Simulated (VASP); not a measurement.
A run of VASP 6.6.1:

File INCAR:

```
SYSTEM = PbSe
PREC = Accurate ; ENCUT = 500
EDIFF = 1E-6 ; ISMEAR = 1
SIGMA = 0.15 ; LREAL = .False.
LASPH = .True. ; NELM = 120
ALGO = Normal ; ISIF = 2
LWAVE = .False. ; LCHARG = .False.
GGA = PE ; NBANDS = 28
GGA_COMPAT = .False.
```

The input KPOINTS:

```
Automatic mesh
0
Gamma
  3 5 5
  0.5 0 0
```

File POSCAR:

```
PbSe
1.0
   -3.0737574200      6.1428419600      3.0681215600
    3.0950588100      0.0052137300      3.0789965100
    3.1091819400      3.0935874400     -0.0089083900
Pb Se
2 2
Direct
    0.0162950000      0.0592250000      0.9975630000
    0.4763770000      0.3856120000      0.0295150000
    0.2573550000      0.7989320000      0.5377080000
    0.7539810000      0.2642990000      0.4924530000
```

Potentials or basis: VASP PAW PBE potentials, release 64 (Pb_d, Se).

Command:

```bash
$ cat potpaw_PBE.64/Pb_d/POTCAR potpaw_PBE.64/Se/POTCAR > POTCAR
$ mpirun -np 1 vasp_std > vasp.out
```

Hardware: 1 thread of Oxide Virtual Turin-like Processor (shared host).

Problem. How long does it take, and how much memory?

Solution. Wall time 98 s on 1 thread of Oxide Virtual Turin-like Processor, with other jobs on the host, peak memory 0.24 GiB. Counts: scf iterations 13, k points 38.
